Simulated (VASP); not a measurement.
# NaH (I4/mmm) in VASP: a series of runs

Runs on NaH. Level: HSE06. Tasks: single point.

Everything below comes from runs of VASP 6.6.1. Logs are shortened: lines on timing, memory, paths and dates and some standing lists are left out, and cuts for length are marked.

### 1 The cell of the first run

The structure is tetragonal, space group I4/mmm (No. 139). The conventional cell has a = 3.560 Å, b = 3.560 Å, c = 4.684 Å, α = 90.00°, β = 90.00°, γ = 90.00°. Na (site symmetry 4/mmm) has 6 H at 2.34 to 2.52 Å within 3.1 Å. H (site symmetry 4/mmm) has 6 Na at 2.34 to 2.52 Å within 3.1 Å.

### 2 Single point, HSE06 (epitaxial xy strain +5.0%)

POSCAR

```
NaH
1.0
    0.0000000000      2.5173879029      2.3417644327
    2.5173879029      0.0000000000      2.3417644327
    2.5173879029      2.5173879029      0.0000000000
Na H
1 1
Direct
    0.0000000000      0.0000000000      0.0000000000
    0.5000000000      0.5000000000      0.5000000000
```

INCAR.step1

```
SYSTEM = NaH
ALGO = Normal
EDIFF = 1E-5
ENCUT = 520
GGA = PE
ISIF = 2
ISMEAR = 0
LASPH = .True.
LCHARG = .False.
LREAL = .False.
LWAVE = .True.
NBANDS = 11
NELM = 80
PREC = Accurate
SIGMA = 0.01
```

INCAR.step2

```
SYSTEM = NaH
ALGO = Normal
EDIFF = 1E-6
ENCUT = 520
GGA = PE
HFSCREEN = 0.2079
ISIF = 2
ISMEAR = 0
ISTART = 1
LASPH = .True.
LCHARG = .False.
LHFCALC = .True.
LREAL = .False.
LWAVE = .False.
NBANDS = 11
NELM = 80
PREC = Accurate
PRECFOCK = Normal
SIGMA = 0.01
```

KPOINTS

```
k-points
0
Gamma
  6 6 6
  0 0 0
```

Potentials or basis: VASP PAW PBE potentials, release 64 (Na_pv, H).

Run with:

```
> cat potpaw_PBE.64/Na_pv/POTCAR potpaw_PBE.64/H/POTCAR > POTCAR
> cp INCAR.step1 INCAR
> mpirun -np 1 vasp_std > vasp.out
> cp INCAR.step2 INCAR
> mpirun -np 1 vasp_std > vasp.out
```

OUTCAR:

```text
SYSTEM = NaH
   EDIFF = 1E-6
   ENCUT = 520
   GGA = PE
   HFSCREEN = 0.2079
   ISIF = 2
   ISMEAR = 0
   ISTART = 1
   LASPH = .True.
   LHFCALC = .True.
   LREAL = .False.
   NELM = 80
   PREC = Accurate
   PRECFOCK = Normal

 ion  position               nearest neighbor table
   1  0.000  0.000  0.000-
   2  0.500  0.500  0.500-

  LATTYP: Found a body centered tetragonal cell.
 ALAT       =     3.5601241140
 C/A-ratio  =     1.3155521312

  Lattice vectors:

 A1 = (   0.0000000000,  -2.5173879029,  -2.3417644327)
 A2 = (   0.0000000000,   2.5173879029,  -2.3417644327)
 A3 = (   2.5173879029,   0.0000000000,   2.3417644327)

Analysis of symmetry for initial positions (statically):
=====================================================================
 Subroutine PRICEL returns:
 Original cell was already a primitive cell.

 Routine SETGRP: Setting up the symmetry group for a
 body centered tetragonal supercell.

 Subroutine GETGRP returns: Found 16 space group operations
 (whereof 16 operations were pure point group operations)
 out of a pool of 16 trial point group operations.

The static configuration has the point symmetry D_4h.

Analysis of symmetry for dynamics (positions and initial velocities):
=====================================================================
 Subroutine PRICEL returns:
 Original cell was already a primitive cell.

 Routine SETGRP: Setting up the symmetry group for a
 body centered tetragonal supercell.

 Subroutine GETGRP returns: Found 16 space group operations
 (whereof 16 operations were pure point group operations)
 out of a pool of 16 trial point group operations.

The dynamic configuration has the point symmetry D_4h.

 Subroutine INISYM returns: Found 16 space group operations
 (whereof 16 operations are pure point group operations),
 and found     1 'primitive' translations

----------------------------------------------------------------------------------------

                                     Primitive cell

  volume of cell :      29.6807

  direct lattice vectors                    reciprocal lattice vectors
     0.000000000  2.517387903  2.341764433    -0.198618576  0.198618576  0.213514217
     2.517387903  0.000000000  2.341764433     0.198618576 -0.198618576  0.213514217
     2.517387903  2.517387903  0.000000000     0.198618576  0.198618576 -0.213514217

  length of vectors
     3.438183025  3.438183025  3.560124114     0.352827151  0.352827151  0.352827151

  position of ions in fractional coordinates (direct lattice)
     0.000000000  0.000000000  0.000000000
[... 91 lines left out ...]
   EMIN   =  10.00;   EMAX   =-10.00  energy-range for DOS
   EFERMI =   0.00;   METHOD = LEGACY
   ISMEAR =     0;   SIGMA  =   0.01  broadening in eV -4-tet -1-fermi 0-gaus
   EFERMI_NEDOS =   21; number of points for ismear=-14 and -15
   IALGO  =     38    algorithm
   IMIX   =      1    mixing-type and parameters
     AMIX     =   0.40;   BMIX     =  1.00
     AMIX_MAG =   1.60;   BMIX_MAG =  1.00
  volume/ion in A,a.u.               =      14.84       100.15
  Fermi-wavevector in a.u.,A,eV,Ry     =   1.057500  1.998385 15.215477  1.118306
  Thomas-Fermi vector in A             =   2.192775
   LORBIT       =      0    0 simple, 1 ext, 2 COOP (PROOUT), +10 PAW based schemes
   GGA     = PE    functional components
   LHFCALC =     T    Hartree Fock is set to
   PRECFOCK=normal    Normal, Fast or Accurate (Low or Medium for compatibility)
   ENCUT4O =  -1.0   cutoff for four orbital integrals eV
   NKREDX  =     1    reduce k-point grid by
   NKREDY  =     1    reduce k-point grid by
   NKREDZ  =     1    reduce k-point grid by
   AEXX    =    0.2500 exact exchange contribution
   HFSCREEN=    0.2079 screening length (either q_TF or 0.3 A-1)
   HFSCREENC=   0.2079 screening length for correlation (either q_TF or 0.3 A-1)
   ENCUTFOCK=  -1.0 apply spherical cutoff to Coloumb kernel
   IVDW    =     0    specifies the selected vdW correction
   LEPSILON=     F    determine dielectric tensor
   LRPA    =     F    only Hartree local field effects (RPA)
 non-spin polarized calculation
 Gauss-broadening in eV      SIGMA  =   0.01
  energy-cutoff  :      520.00
  volume of cell :       29.68
 maximum number of plane-waves:       821
 NGX is ok and might be reduce to    28
  NGX = 20; NGY = 20; NGZ = 20

 number of electron       8.0000008 magnetization

 Free energy of the ion-electron system (eV)
  ---------------------------------------------------
  ext. energy  EPLUGINS =         0.00000000
  ---------------------------------------------------
  free energy    TOTEN  =        -5.74618332 eV

  energy without entropy =       -5.74618332  energy(sigma->0) =       -5.74618332

 E-fermi :  -1.7593     XC(G=0):  -6.3798

 val. band max:       -1.9199102220   @ k =  -0.3333   0.5000   0.1667
 cond. band min:       2.7186526093   @ k =   0.5000  -0.0000   0.0000
 fundamental gap:      4.6385628313
 Fermi energy:        -1.7593291609

 k-point     1 :       0.0000    0.0000    0.0000
  band No.  band energies     occupation
      1     -26.4947      2.00000
      2     -26.4947      2.00000
      3     -26.4747      2.00000
      4      -5.7917      2.00000
      5       9.4259      0.00000
      6      14.5259      0.00000
      7      14.5259      0.00000
      8      14.8509      0.00000
      9      15.4752      0.00000
     10      15.4752      0.00000
     11      15.5517      0.00000
[... 309 lines left out ...]
 k-point    24 :       0.5000    0.0000    0.3333
  band No.  band energies     occupation
      1     -26.5516      2.00000
      2     -26.5160      2.00000
      3     -26.5001      2.00000
      4      -2.5361      2.00000
      5       3.9126      0.00000
      6       6.9120      0.00000
      7      10.2872      0.00000
      8      10.8837      0.00000
      9      14.2279      0.00000
     10      19.9932      0.00000
     11      21.9283      0.00000

 [... further k-points ...]
[... 5 lines left out ...]
  --------------------------------------------------------------------------------------
  -------------------------------------------------------------------------------------
  Total       -0.3532701     -0.3532701      0.0103283      0.0000000      0.0000000      0.0000000
  in kB      -19.0697041    -19.0697041      0.5575245      0.0000000      0.0000000      0.0000000
  external PRESSURE =     -12.5272945 kB  Pullay stress =       0.0000000 kB

 VOLUME and BASIS-vectors are now :
 -----------------------------------------------------------------------------
  energy-cutoff  :      520.00
  volume of cell :       29.68
      direct lattice vectors                 reciprocal lattice vectors
     0.000000000  2.517387903  2.341764433    -0.198618576  0.198618576  0.213514217
     2.517387903  0.000000000  2.341764433     0.198618576 -0.198618576  0.213514217
     2.517387903  2.517387903  0.000000000     0.198618576  0.198618576 -0.213514217

 POSITION                                       TOTAL-FORCE (eV/Angst)
 -----------------------------------------------------------------------------------
      0.00000      0.00000      0.00000         0.000000     -0.000000      0.000000
      2.51739      2.51739      2.34176        -0.000000      0.000000     -0.000000
 -----------------------------------------------------------------------------------
    total drift:                               -0.000007     -0.000025     -0.000009

  FREE ENERGIE OF THE ION-ELECTRON SYSTEM (eV)
  ---------------------------------------------------
  free  energy   TOTEN  =        -5.7461833219 eV

  energy  without entropy=       -5.7461833219  energy(sigma->0) =       -5.74618332
```

OSZICAR.step1:

```text
N       E                     dE             d eps       ncg     rms          rms(c)
DAV:   1     0.367333508415E+02    0.36733E+02   -0.44825E+03   672   0.731E+02
DAV:   2    -0.410243676658E+01   -0.40836E+02   -0.40072E+02   678   0.196E+02
DAV:   3    -0.549231501760E+01   -0.13899E+01   -0.13879E+01   785   0.329E+01
DAV:   4    -0.550331187511E+01   -0.10997E-01   -0.10995E-01   781   0.299E+00
DAV:   5    -0.550341938877E+01   -0.10751E-03   -0.10751E-03   753   0.306E-01    0.317E+00
DAV:   6    -0.515957821736E+01    0.34384E+00   -0.35626E-01   753   0.270E+00    0.145E+00
DAV:   7    -0.506933321340E+01    0.90245E-01   -0.34010E-01   741   0.210E+00    0.360E-01
DAV:   8    -0.507456759396E+01   -0.52344E-02   -0.10835E-02   735   0.937E-01    0.725E-02
DAV:   9    -0.507444830879E+01    0.11929E-03   -0.13168E-03   790   0.361E-01    0.231E-02
DAV:  10    -0.507443558215E+01    0.12727E-04   -0.70459E-05   752   0.522E-02    0.459E-03
DAV:  11    -0.507443920886E+01   -0.36267E-05   -0.71145E-06   720   0.119E-02
   1 F= -.50744392E+01 E0= -.50744392E+01  d E =-.737759E-33
```

It took 12 min on 1 thread of Intel Xeon Platinum 8259CL at 2.50GHz (Skylake/Cascade Lake), shared host; peak memory 0.26 GiB.

What came out:

- Free energy: -5.7462 eV
- Pressure: -1.3 GPa
- Band gap on the k mesh: 4.64 eV (least direct gap 5.58 eV)

Stress tensor (GPa, compression positive):
```
-1.91  0.00  0.00
 0.00 -1.91  0.00
 0.00  0.00  0.06
```

Levels at points of the mesh, in eV from the valence-band top:
```csv
k point,band 1,band 2,band 3,band 4,band 5,band 6,band 7,band 8
"(0.00, 0.00, 0.00)",-24.57,-24.57,-24.55,-3.87,11.35,16.45,16.45,16.77
"(0.50, 0.00, 0.00)",-24.64,-24.59,-24.57,-0.99,4.64,11.64,13.85,14.85
"(0.50, 0.50, 0.00)",-24.62,-24.61,-24.61,-0.01,6.08,10.49,10.98,10.98
"(0.50, 0.00, 0.50)",-24.64,-24.59,-24.58,-0.38,5.20,11.24,11.86,11.95
```

Caveat: the cell differs from its parent crystal (epitaxial xy strain +5.0%); the structure was generated, so it needn't be the stable form of NaH; the PAW data sets were made with another functional, which shifts forces and pressure a little. A k mesh can miss the band edges.

### 3 Single point, HSE06 (uniaxial z strain -4.0%)

POSCAR

```
NaH
1.0
    0.0000000000      2.3975122885      2.3016117969
    2.3975122885      0.0000000000      2.3016117969
    2.3975122885      2.3975122885      0.0000000000
Na H
1 1
Direct
    0.0000000000      0.0000000000      0.0000000000
    0.5000000000      0.5000000000      0.5000000000
```

INCAR.step1

```
SYSTEM = NaH
PREC = Accurate
ENCUT = 520
EDIFF = 1E-5
ISMEAR = 0
SIGMA = 0.01
LREAL = .FALSE.
LASPH = .TRUE.
NELM = 60
ALGO = Normal
ISIF = 2
LWAVE = .TRUE.
NBANDS = 11
GGA = PE
```

INCAR.step2

```
SYSTEM = NaH
PREC = Accurate
ENCUT = 520
EDIFF = 1E-6
ISMEAR = 0
SIGMA = 0.01
LREAL = .FALSE.
LASPH = .TRUE.
NELM = 60
ALGO = Normal
ISIF = 2
LWAVE = .FALSE.
LCHARG = .TRUE.
GGA = PE
LHFCALC = .TRUE.
HFSCREEN = 0.2079
PRECFOCK = Normal
LELF = .TRUE.
LVHAR = .TRUE.
NBANDS = 11
ISTART = 1
```

KPOINTS

```
Automatic mesh
0
G
  6 6 6
  0 0 0
```

Potentials or basis: VASP PAW PBE potentials, release 64 (Na_pv, H).

Run with:

```
> cat potpaw_PBE.64/Na_pv/POTCAR potpaw_PBE.64/H/POTCAR > POTCAR
> cp INCAR.step1 INCAR
> mpirun -np 1 vasp_std > vasp.out
> cp INCAR.step2 INCAR
> mpirun -np 1 vasp_std > vasp.out
```

It took 8.5 min on 1 thread of Oxide Virtual Turin-like, shared host; peak memory 0.22 GiB.

The run converged. Its results:

* Free energy: -5.7534 eV
* Pressure: 1.3 GPa
* Band gap on the k mesh: 4.91 eV (least direct gap 5.92 eV)

Stress tensor (GPa, compression positive):
```
0.74 0.00 0.00
0.00 0.74 0.00
0.00 0.00 2.54
```

Levels at points of the mesh, in eV from the valence-band top:
```csv
k point,band 2,band 3,band 4,band 5,band 6,band 7
"(0.00, 0.00, 0.00)",-24.30,-24.29,-4.18,12.53,17.44,17.44
"(0.50, 0.00, 0.00)",-24.32,-24.30,-1.01,4.91,12.58,14.88
"(0.50, 0.50, 0.00)",-24.34,-24.34,-0.08,6.15,11.21,12.03
"(0.50, 0.00, 0.50)",-24.33,-24.33,-0.30,5.62,11.66,12.57
```

Caveat: the cell differs from its parent crystal (uniaxial z strain -4.0%); the structure was generated, so it needn't be the stable form of NaH; the PAW data sets were made with another functional, which shifts forces and pressure a little. A k mesh can miss the band edges.
